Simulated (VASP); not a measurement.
# Mg3CdTe4 (P-3m1) in VASP: further runs

Mg3CdTe4 is run at these levels: PBE; tasks: relaxation of shape and atoms at fixed volume, single point.

Everything below comes from runs of VASP 6.6.1. Logs are shortened: lines on timing, memory, paths and dates and some standing lists are left out, and cuts for length are marked.

### Step 1. The cell of the first run

Symmetry: P-3m1, No. 164, trigonal system. The conventional cell has a = 4.353 Å, b = 4.353 Å, c = 14.115 Å, α = 90.00°, β = 90.00°, γ = 120.00°. Within 4.0 Å of Mg (site symmetry -3m) lie 6 Te at 3.06 Å and 2 Mg at 3.50 Å. Within 4.0 Å of Mg (site symmetry 3m) lie 6 Te at 3.05 to 3.07 Å and 1 Mg at 3.50 Å and 1 Cd at 3.56 Å. Within 4.1 Å of Cd (site symmetry -3m) lie 6 Te at 3.11 Å and 2 Mg at 3.56 Å. Te (site symmetry 3m) has 6 Mg at 3.06 to 3.07 Å within 4.0 Å. Te (site symmetry 3m) has 3 Mg at 3.05 Å and 3 Cd at 3.11 Å within 4.0 Å.

### Step 2. Relaxation of shape and atoms at fixed volume, PBE (28.96 Å³/atom)

Contents of INCAR:

```
SYSTEM = Mg3CdTe4
PREC = Accurate
ENCUT = 600
EDIFF = 1E-6
ISMEAR = 0
SIGMA = 0.02
LREAL = .False.
LASPH = .True.
NELM = 60
ALGO = Normal
ISIF = 4
LWAVE = .False.
LCHARG = .False.
GGA = PE
IBRION = 2
NSW = 50
EDIFFG = -0.01
KPAR = 4
```

Contents of KPOINTS:

```
regular mesh
0
Gamma
  12 12 4
  0 0 0
```

Contents of POSCAR:

```
Mg3CdTe4
1.0
    4.3534994734      0.0000000295      0.0000000000
   -2.1767497622      3.7702411246      0.0000000000
    0.0000000000      0.0000000000     14.1148428355
Mg Cd Te
3 1 4
Direct
    0.0000000000      0.0000000000      0.0000000000
    0.0000000000      0.0000000000      0.7520286221
    0.0000000000      0.0000000000      0.2479713779
    0.0000000000      0.0000000000      0.5000000000
    0.3333333333      0.6666666667      0.8763428818
    0.3333333333      0.6666666667      0.3700221677
    0.6666666667      0.3333333333      0.1236571182
    0.6666666667      0.3333333333      0.6299778323
```

Potentials or basis: VASP PAW PBE potentials, release 64 (Mg, Cd, Te).

The run is started by

```bash
cat potpaw_PBE.64/Mg/POTCAR potpaw_PBE.64/Cd/POTCAR potpaw_PBE.64/Te/POTCAR > POTCAR
mpirun -np 4 vasp_std > vasp.out
```

OUTCAR:

```text
SYSTEM = Mg3CdTe4
   PREC = Accurate
   ENCUT = 600
   EDIFF = 1E-6
   ISMEAR = 0
   LREAL = .False.
   LASPH = .True.
   NELM = 60
   ISIF = 4
   GGA = PE
   IBRION = 2
   NSW = 50
   EDIFFG = -0.01

 ion  position               nearest neighbor table
   1  0.000  0.000  0.000-   5 3.06   7 3.06   5 3.06   7 3.06   7 3.06   5 3.06   2 3.50   3 3.50

   2  0.000  0.000  0.752-   8 3.05   8 3.05   8 3.05   5 3.07   5 3.07   5 3.07   1 3.50   4 3.56

   3  0.000  0.000  0.248-   6 3.05   6 3.05   6 3.05   7 3.07   7 3.07   7 3.07   1 3.50   4 3.56

   4  0.000  0.000  0.500-   6 3.11   8 3.11   6 3.11   8 3.11   8 3.11   6 3.11   2 3.56   3 3.56

   5  0.333  0.667  0.876-   1 3.06   1 3.06   1 3.06   2 3.07   2 3.07   2 3.07
   6  0.333  0.667  0.370-   3 3.05   3 3.05   3 3.05   4 3.11   4 3.11   4 3.11
   7  0.667  0.333  0.124-   1 3.06   1 3.06   1 3.06   3 3.07   3 3.07   3 3.07
   8  0.667  0.333  0.630-   2 3.05   2 3.05   2 3.05   4 3.11   4 3.11   4 3.11

  LATTYP: Found a hexagonal cell.
 ALAT       =     4.3534994734
 C/A-ratio  =     3.2421831958

  Lattice vectors:

 A1 = (   4.3534994734,   0.0000000295,   0.0000000000)
 A2 = (  -2.1767497622,   3.7702411246,   0.0000000000)
 A3 = (   0.0000000000,   0.0000000000,  14.1148428355)

Analysis of symmetry for initial positions (statically):
=====================================================================
 Subroutine PRICEL returns:
 Original cell was already a primitive cell.

 Routine SETGRP: Setting up the symmetry group for a
 hexagonal supercell.

 Subroutine GETGRP returns: Found 12 space group operations
 (whereof 12 operations were pure point group operations)
 out of a pool of 24 trial point group operations.

The static configuration has the point symmetry D_3d.

Analysis of symmetry for dynamics (positions and initial velocities):
=====================================================================
 Subroutine PRICEL returns:
 Original cell was already a primitive cell.

 Routine SETGRP: Setting up the symmetry group for a
 hexagonal supercell.

 Subroutine GETGRP returns: Found 12 space group operations
 (whereof 12 operations were pure point group operations)
 out of a pool of 24 trial point group operations.

The dynamic configuration has the point symmetry D_3d.

 Subroutine INISYM returns: Found 12 space group operations
 (whereof 12 operations are pure point group operations),
 and found     1 'primitive' translations

----------------------------------------------------------------------------------------

                                     Primitive cell

  volume of cell :     231.6774

  direct lattice vectors                    reciprocal lattice vectors
     4.353499473  0.000000029  0.000000000     0.229700268  0.132617514  0.000000000
    -2.176749762  3.770241125  0.000000000    -0.000000002  0.265235024  0.000000000
     0.000000000  0.000000000 14.114842835     0.000000000  0.000000000  0.070847406

  length of vectors
     4.353499473  4.353499473 14.114842835     0.265235024  0.265235024  0.070847406

  position of ions in fractional coordinates (direct lattice)
     0.000000000  0.000000000  0.000000000
     0.000000000  0.000000000  0.752028622
     0.000000000  0.000000000  0.247971378
     0.000000000  0.000000000  0.500000000
     0.333333333  0.666666667  0.876342882
     0.333333333  0.666666667  0.370022168
     0.666666667  0.333333333  0.123657118
     0.666666667  0.333333333  0.629977832

  ion indices of the primitive-cell ions
   primitive index   ion index
                 1           1
                 2           2
                 3           3
                 4           4
                 5           5
                 6           6
                 7           7
                 8           8

----------------------------------------------------------------------------------------

 KPOINTS: regular mesh

[... 50 lines left out ...]
   number of dos      NEDOS =    301   number of ions     NIONS =      8
   total plane-waves  NPLWV = 155520
   dimension x,y,z NGX =    36 NGY =   36 NGZ =  120
   dimension x,y,z NGXF=    72 NGYF=   72 NGZF=  240
   ions per type =               3   1   4
   NGX,Y,Z   is equivalent  to a cutoff of  13.75, 13.75, 14.13 a.u.
   NGXF,Y,Z  is equivalent  to a cutoff of  27.49, 27.49, 28.27 a.u.
 SYSTEM =  Mg3CdTe4
   PREC   = accura    normal or accurate (medium, high low for compatibility)
   ISTART =      0    job   : 0-new  1-cont  2-samecut
   ICHARG =      2    charge: 1-file 2-atom 10-const
   ISPIN  =      1    spin polarized calculation?
   LNONCOLLINEAR =      F non collinear calculations
   LSORBIT =      F    spin-orbit coupling
   LASPH  =      T    aspherical Exc in radial PAW
   ENCUT  =  600.0 eV  44.10 Ry    6.64 a.u.   8.70  8.70 28.19*2*pi/ulx,y,z
   NELM   =     60;   NELMIN=  2; NELMDL= -5     # of ELM steps
   EDIFF  = 0.1E-05   stopping-criterion for ELM
   LREAL  =      F    real-space projection
   EDIFFG = -.1E-01   stopping-criterion for IOM
   NSW    =     50    number of steps for IOM
   IBRION =      2    ionic relax: 0-MD 1-quasi-New 2-CG
   NFREE  =      1    steps in history (QN), initial steepest desc. (CG)
   ISIF   =      4    stress and relaxation
   ISYM   =      2    0-nonsym 1-usesym 2-fastsym
   POTIM  = 0.5000    time-step for ionic-motion
   TEBEG  =    0.0;   TEEND  =   0.0 temperature during run
   PSTRESS=    0.0 pullay stress
   NELECT =      42.0000    total number of electrons
   NUPDOWN=      -1.0000    fix difference up-down
   EMIN   =  10.00;   EMAX   =-10.00  energy-range for DOS
   EFERMI =   0.00;   METHOD = LEGACY
   ISMEAR =     0;   SIGMA  =   0.02  broadening in eV -4-tet -1-fermi 0-gaus
   EFERMI_NEDOS =   21; number of points for ismear=-14 and -15
   IALGO  =     38    algorithm
   IMIX   =      4    mixing-type and parameters
     AMIX     =   0.40;   BMIX     =  1.00
     AMIX_MAG =   1.60;   BMIX_MAG =  1.00
  volume/ion in A,a.u.               =      28.96       195.43
  Fermi-wavevector in a.u.,A,eV,Ry     =   0.926538  1.750903 11.680237  0.858473
  Thomas-Fermi vector in A             =   2.052511
   LORBIT       =      0    0 simple, 1 ext, 2 COOP (PROOUT), +10 PAW based schemes
   GGA     = PE    functional components
   LHFCALC =     F    Hartree Fock is set to
   AEXX    =    0.0000 exact exchange contribution
   IVDW    =     0    specifies the selected vdW correction
   LEPSILON=     F    determine dielectric tensor
   LRPA    =     F    only Hartree local field effects (RPA)
 conjugate gradient relaxation of ions
 non-spin polarized calculation
 Gauss-broadening in eV      SIGMA  =   0.02
  energy-cutoff  :      600.00
  volume of cell :      231.68
 maximum number of plane-waves:      7766
 NGX is ok and might be reduce to    36
   NGX = 17   NGY = 17   NGZ = 57

--------------------------------------- Ionic step        1  -------------------------------------------

 number of electron      42.0000007 magnetization

 Free energy of the ion-electron system (eV)
  ---------------------------------------------------
  ext. energy  EPLUGINS =         0.00000000
  ---------------------------------------------------
  free energy    TOTEN  =       -23.17079891 eV

  energy without entropy =      -23.17079891  energy(sigma->0) =      -23.17079891

------------------------ aborting loop because EDIFF is reached ----------------------------------------

  FORCE on cell =-STRESS in cart. coord.  units (eV):
  Direction    XX          YY          ZZ          XY          YZ          ZX
  --------------------------------------------------------------------------------------
  -------------------------------------------------------------------------------------
  Total       -3.4313443     -3.4313443     -3.5412049     -0.0000000      0.0000000      0.0000000
  in kB      -23.7296430    -23.7296430    -24.4893901     -0.0000000      0.0000000      0.0000000
  external PRESSURE =     -23.9828920 kB  Pullay stress =       0.0000000 kB

 VOLUME and BASIS-vectors are now :
 -----------------------------------------------------------------------------
  energy-cutoff  :      600.00
  volume of cell :      231.68
      direct lattice vectors                 reciprocal lattice vectors
     4.353499473  0.000000029  0.000000000     0.229700268  0.132617514  0.000000000
    -2.176749762  3.770241125  0.000000000    -0.000000002  0.265235024  0.000000000
     0.000000000  0.000000000 14.114842835     0.000000000  0.000000000  0.070847406

 POSITION                                       TOTAL-FORCE (eV/Angst)
 -----------------------------------------------------------------------------------
      0.00000      0.00000      0.00000        -0.000000     -0.000000      0.000000
      0.00000      0.00000     10.61477        -0.000000     -0.000000     -0.004586
      0.00000      0.00000      3.50008        -0.000000     -0.000000      0.004586
      0.00000      0.00000      7.05742        -0.000000     -0.000000      0.000000
     -0.00000      2.51349     12.36944         0.000000      0.000000      0.001672
     -0.00000      2.51349      5.22280        -0.000000      0.000000     -0.010903
      2.17675      1.25675      1.74540        -0.000000     -0.000000     -0.001672
      2.17675      1.25675      8.89204         0.000000     -0.000000      0.010903
 -----------------------------------------------------------------------------------
    total drift:                                0.000000     -0.000000      0.000000

  FREE ENERGIE OF THE ION-ELECTRON SYSTEM (eV)
  ---------------------------------------------------
  free  energy   TOTEN  =       -23.1707989107 eV

  energy  without entropy=      -23.1707989107  energy(sigma->0) =      -23.17079891

--------------------------------------- Ionic step        2  -------------------------------------------

 number of electron      42.0000007 magnetization

 Free energy of the ion-electron system (eV)
  ---------------------------------------------------
  ext. energy  EPLUGINS =         0.00000000
  ---------------------------------------------------
  free energy    TOTEN  =       -23.17084845 eV

  energy without entropy =      -23.17084845  energy(sigma->0) =      -23.17084845

 E-fermi :   3.7749     XC(G=0):  -8.9207

 val. band max:        3.6503990358   @ k =   0.0833   0.0000   0.0000
 cond. band min:       4.0059668778   @ k =   0.3333   0.3333   0.0000
 fundamental gap:      0.3555678420
 Fermi energy:         3.7748882784

 k-point     1 :       0.0000    0.0000    0.0000
  band No.  band energies     occupation
      1      -7.3974      2.00000
      2      -6.9902      2.00000
      3      -6.9705      2.00000
      4      -6.4321      2.00000
      5      -4.5591      2.00000
      6      -4.5591      2.00000
[... 685 lines left out ...]
     25       7.2297      0.00000
     26       7.7652      0.00000

 [... further k-points ...]

------------------------ aborting loop because EDIFF is reached ----------------------------------------

  FORCE on cell =-STRESS in cart. coord.  units (eV):
  Direction    XX          YY          ZZ          XY          YZ          ZX
  --------------------------------------------------------------------------------------
  -------------------------------------------------------------------------------------
  Total       -3.4461766     -3.4461766     -3.5066780     -0.0000000     -0.0000000      0.0000000
  in kB      -23.8322168    -23.8322168    -24.2506172     -0.0000000     -0.0000000      0.0000000
  external PRESSURE =     -23.9716836 kB  Pullay stress =       0.0000000 kB

 VOLUME and BASIS-vectors are now :
 -----------------------------------------------------------------------------
  energy-cutoff  :      600.00
  volume of cell :      231.68
      direct lattice vectors                 reciprocal lattice vectors
     4.354461078  0.000000030  0.000000000     0.229649543  0.132588227 -0.000000000
    -2.177230564  3.771073899  0.000000000    -0.000000002  0.265176452 -0.000000000
     0.000000000  0.000000000 14.108609504    -0.000000000 -0.000000000  0.070878707

 POSITION                                       TOTAL-FORCE (eV/Angst)
 -----------------------------------------------------------------------------------
      2.17723      3.77107      0.00000         0.000000     -0.000000      0.000000
      2.17723      3.77107     10.60986        -0.000000     -0.000000     -0.003023
      2.17723      3.77107      3.49875         0.000000      0.000000      0.003023
      2.17723      3.77107      7.05430         0.000000     -0.000000      0.000000
     -0.00000      2.51405     12.36406         0.000000      0.000000      0.001189
     -0.00000      2.51405      5.21997        -0.000000     -0.000000     -0.008334
      2.17723      1.25702      1.74455        -0.000000     -0.000000     -0.001189
      2.17723      1.25702      8.88864         0.000000      0.000000      0.008334
 -----------------------------------------------------------------------------------
    total drift:                                0.000000      0.000000      0.000000

  FREE ENERGIE OF THE ION-ELECTRON SYSTEM (eV)
  ---------------------------------------------------
  free  energy   TOTEN  =       -23.1708484505 eV

  energy  without entropy=      -23.1708484505  energy(sigma->0) =      -23.17084845

 reached required accuracy - stopping structural energy minimisation
```

It took 4.6 min on 4 MPI ranks of Oxide Virtual Turin-like, shared host; peak memory 0.78 GiB.

What came out:

```
Free energy                  : -23.1708 eV
Energy gained by relaxing    : 0.0 meV/atom
Ionic steps                  : 2
Pressure after relaxing      : -2.4 GPa
Largest force after relaxing : 0.008 eV/Å
Band gap on the k mesh       : 0.36 eV (least direct gap 0.79 eV)
```

Forces in eV/Å, atoms in the order of the input:
```
Mg   0.000  0.000  0.000
Mg   0.000  0.000 -0.003
Mg   0.000  0.000  0.003
Cd   0.000  0.000  0.000
Te   0.000  0.000  0.001
Te   0.000  0.000 -0.008
Te   0.000  0.000 -0.001
Te   0.000  0.000  0.008
```

Final structure:
```cif
data_structure
_symmetry_space_group_name_H-M 'P 1'
_symmetry_Int_Tables_number 1
_cell_length_a 4.3545
_cell_length_b 4.3545
_cell_length_c 14.1086
_cell_angle_alpha 90.000
_cell_angle_beta 90.000
_cell_angle_gamma 120.000
_cell_volume 231.68
loop_
_atom_site_label
_atom_site_type_symbol
_atom_site_fract_x
_atom_site_fract_y
_atom_site_fract_z
_atom_site_occupancy
Mg1 Mg 0.00000 0.00000 0.00000 1
Mg2 Mg 0.00000 0.00000 0.75201 1
Mg3 Mg 0.00000 0.00000 0.24799 1
Cd1 Cd 0.00000 0.00000 0.50000 1
Te1 Te 0.33333 0.66667 0.87635 1
Te2 Te 0.33333 0.66667 0.36998 1
Te3 Te 0.66667 0.33333 0.12365 1
Te4 Te 0.66667 0.33333 0.63002 1
```

Caveat: semilocal functionals underestimate gaps, and a narrow one can read as zero; spin-orbit coupling is left out, which moves the levels of the heavy elements.

### Step 3. Single point, PBE (26.50 Å³/atom)

This run uses another cell than the first one, of 26.50 Å³/atom.

Contents of INCAR:

```
PREC = Accurate ; ENCUT = 520
EDIFF = 1E-7 ; ISMEAR = 0
SIGMA = 0.02 ; LREAL = False
LASPH = True ; NELM = 100
ALGO = Normal ; ISIF = 2
LWAVE = False ; LCHARG = True
GGA = PE ; LELF = True
LVHAR = True ; NBANDS = 31
```

Contents of KPOINTS:

```
regular mesh
0
Gamma
  12 12 4
```

Contents of POSCAR:

```
Mg3CdTe4
1.0
    4.2229812734      0.0000000286      0.0000000000
   -2.1114906614      3.6572090481      0.0000000000
    0.0000000000      0.0000000000     13.7271568845
Mg Cd Te
3 1 4
Direct
    0.0000000000      0.0000000000      0.0000000000
    0.0000000000      0.0000000000      0.7524086752
    0.0000000000      0.0000000000      0.2475913248
    0.0000000000      0.0000000000      0.5000000000
    0.3333333333      0.6666666667      0.8764962190
    0.3333333333      0.6666666667      0.3695343318
    0.6666666667      0.3333333333      0.1235037810
    0.6666666667      0.3333333333      0.6304656682
```

Potentials or basis: VASP PAW PBE potentials, release 64 (Mg, Cd, Te).

The run is started by

```bash
cat potpaw_PBE.64/Mg/POTCAR potpaw_PBE.64/Cd/POTCAR potpaw_PBE.64/Te/POTCAR > POTCAR
mpirun -np 1 vasp_std > vasp.out
```

Wall time 6.7 min (1 thread of Oxide Virtual Turin-like, shared host); peak memory 0.58 GiB.

The run converged. Its results:

| Property | Result |
| --- | --- |
| Free energy | -23.2440 eV |
| Pressure | 1.5 GPa |
| Largest force | 0.024 eV/Å |
| Band gap on the k mesh | 0.35 eV (least direct gap 0.88 eV) |

Forces in eV/Å, atoms in the order of the input:
```
Mg   0.000  0.000  0.000
Mg   0.000  0.000  0.003
Mg   0.000  0.000 -0.003
Cd   0.000  0.000  0.000
Te   0.000  0.000  0.000
Te   0.000  0.000 -0.024
Te   0.000  0.000  0.000
Te   0.000  0.000  0.024
```

Levels at points of the mesh, in eV from the valence-band top:
| k point | band 18 | band 19 | band 20 | band 21 | band 22 | band 23 | band 24 | band 25 |
| --- | --- | --- | --- | --- | --- | --- | --- | --- |
| (0.00, 0.00, 0.00) | -0.21 | -0.04 | -0.04 | -0.04 | 1.47 | 2.86 | 2.89 | 2.91 |
| (0.50, 0.00, 0.00) | -1.36 | -1.28 | -1.25 | -0.37 | 1.36 | 2.09 | 2.37 | 2.44 |
| (0.00, 0.00, 0.50) | -0.28 | -0.28 | -0.02 | -0.02 | 2.19 | 2.46 | 2.92 | 2.94 |
| (0.50, 0.00, 0.50) | -1.36 | -1.19 | -0.85 | -0.57 | 1.05 | 1.64 | 2.47 | 2.62 |

Caveat: semilocal functionals underestimate gaps, and a narrow one can read as zero; spin-orbit coupling is left out, which moves the levels of the heavy elements. A k mesh can miss the band edges.

(Part 1 of 2 ends here.)
